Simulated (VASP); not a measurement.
Here is a VASP 6.6.1 calculation.

File POSCAR:

```
SrCl2
1.0
    4.4072489239      0.0000000000      0.0000000000
   -2.2036244619      3.8167895289      0.0000000000
    0.0000000000      0.0000000000      5.5960649219
Sr Cl
1 2
Direct
    0.0000000000      0.0000000000      0.0000000000
    0.3333333333      0.6666666667      0.2486950223
    0.6666666667      0.3333333333      0.7513049777
```

The input INCAR.step1:

```
SYSTEM = SrCl2
  PREC = Accurate
  ENCUT = 520
  ISMEAR = 0
  SIGMA = 0.01
  LREAL = .FALSE.
  LASPH = .TRUE.
  NELM = 60
  NBANDS = 19
  GGA = PE
  ALGO = Normal
  EDIFF = 1E-4
  LWAVE = .TRUE.
  LCHARG = .FALSE.
```

Contents of INCAR.step2:

```
SYSTEM = SrCl2
  PREC = Accurate
  ENCUT = 520
  EDIFF = 1E-6
  ISMEAR = 0
  SIGMA = 0.01
  LREAL = .FALSE.
  LASPH = .TRUE.
  NELM = 60
  ALGO = Normal
  ISIF = 2
  LWAVE = .FALSE.
  LCHARG = .FALSE.
  METAGGA = R2SCAN
  LMIXTAU = .TRUE.
  NBANDS = 19
  ISTART = 1
```

The input KPOINTS:

```
Automatic mesh
0
G
  6 6 6
  0 0 0
```

Potentials or basis: VASP PAW PBE potentials, release 64 (Sr_sv, Cl).

Run with:

```bash
$ cat potpaw_PBE.64/Sr_sv/POTCAR potpaw_PBE.64/Cl/POTCAR > POTCAR
$ cp INCAR.step1 INCAR
$ mpirun -np 1 vasp_std > vasp.out
$ cp INCAR.step2 INCAR
$ mpirun -np 1 vasp_std > vasp.out
```

Question: Estimate the pressure.

Answer: 0.7 GPa.

Question: What does it give for the band gap on the k mesh?

Answer: 5.79 eV, direct.

Forces in eV/Å, atoms in the order of the input:
```
Sr   0.000  0.000  0.000
Cl   0.000  0.000  0.014
Cl   0.000  0.000 -0.014
```

Caveat: the PAW data sets were made with another functional, which shifts forces and pressure a little. A k mesh can miss the band edges.
